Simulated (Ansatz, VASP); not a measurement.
## Mo in VASP and in Ansatz

POSCAR

```
Mo
1.0
   -1.5238700000      1.5238700000      1.5238700000
    1.5238700000     -1.5238700000      1.5238700000
    1.5238700000      1.5238700000     -1.5238700000
Mo
1
Direct
    0.0000000000      0.0000000000      0.0000000000
```

The input INCAR.step1:

```
PREC = Accurate
ENCUT = 520
ISMEAR = 0
SIGMA = 0.15
LREAL = False
LASPH = True
NELM = 80
NBANDS = 13
GGA = PE
ALGO = Normal
EDIFF = 1E-4
LWAVE = True
LCHARG = False
```

File INCAR.step2:

```
PREC = Accurate
ENCUT = 520
EDIFF = 1E-6
ISMEAR = 0
SIGMA = 0.15
LREAL = False
LASPH = True
NELM = 80
ALGO = Normal
ISIF = 2
LWAVE = False
LCHARG = False
METAGGA = R2SCAN
LMIXTAU = True
NBANDS = 13
ISTART = 1
```

Contents of KPOINTS:

```
regular mesh
0
Gamma
  22 22 22
```

Input for Ansatz:

```yaml
crystal:
  lattice:
    - [-1.52387, 1.52387, 1.52387]
    - [1.52387, -1.52387, 1.52387]
    - [1.52387, 1.52387, -1.52387]
  atoms:
    - { symbol: Mo, position: [0.0, 0.0, 0.0] }
basis:
  ecutwfc: 500
kpoints:
  mp_grid: { grid: [22, 22, 22] }
hamiltonian:
  xc: r2scan
scf:
  occupations: { method: gaussian, width: 0.15 }
output:
  forces: true
  stress: true
  eigenvalues: true
```

Change from the starting cell: strain -0.030 along x and y, -0.030 along z, atoms carried along.

Alike in both runs: task single point; functional r2SCAN; k mesh 22 × 22 × 22; occupations gaussian, width 0.15 eV; no spin polarisation.

```csv
,VASP,Ansatz
version,VASP 6.6.1,Ansatz 0.2.0
potentials or method,"VASP PAW PBE potentials, release 64 (Mo_sv), cutoff 520 eV","scalar-relativistic, plane waves, PAW"
valence electrons in the cell,14,14
```

```csv
,VASP,Ansatz,Ansatz less VASP
gap on the k mesh at the Fermi level (eV),none,none,-
pressure (GPa),34.8,33.1,-1.76
```

VASP's potentials were made for PBE, not for r2SCAN. A gap of «none» marks a metal or a gap that the smearing closes. Both programs put the cell under a high pressure, so it lies far from rest at this level.
